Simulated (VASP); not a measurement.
Crystal: CuO.

```
CELL_PARAMETERS angstrom
0.18960 -2.17229 -2.04314
-2.01972 0.10630 -1.95984
2.38320 2.28584 -4.38944
ATOMIC_POSITIONS crystal
Cu 0.45623 0.53069 0.48541
Cu 0.97428 0.98587 0.02436
O 0.80166 0.74472 0.73928
O 0.26782 0.23873 0.25095
```

Base run:

| Quantity | Value |
| --- | --- |
| Program | VASP 6.6.1 |
| Functional | r2SCAN |
| Potentials or basis | VASP PAW PBE potentials, release 64 (Cu, O) |
| Cutoff | 520 eV |
| k mesh | 10 × 10 × 5 |
| Occupations | fermi-dirac, width 0.05 eV |
| Spin | no spin polarisation |

Its results: band gap on the k mesh zero (band 17 reaches 5.64 eV, above the bottom of band 18 at 4.89 eV); pressure -10.2 GPa; largest force 1.695 eV/Å.

Q: The run is repeated on the same cell with these changes: functional from r2SCAN to PBE; k mesh from 10 × 10 × 5 to 4 × 5 × 3. What comes out?

A: Band gap on the k mesh zero (band 17 reaches 5.74 eV, above the bottom of band 18 at 5.26 eV); pressure -3.5 GPa; largest force 1.746 eV/Å.

Several settings changed at once, so the effect can't be laid on one alone.

Caveats: some runs use coarse meshes; semilocal functionals often make such compounds metallic where correlation or magnetic order opens a gap, which also shifts bond lengths; the PAW data sets were made with another functional, which shifts forces and pressure a little (some runs); forces of over 1 eV/Å act on the atoms, so gaps and moduli don't describe the material at rest (some runs).
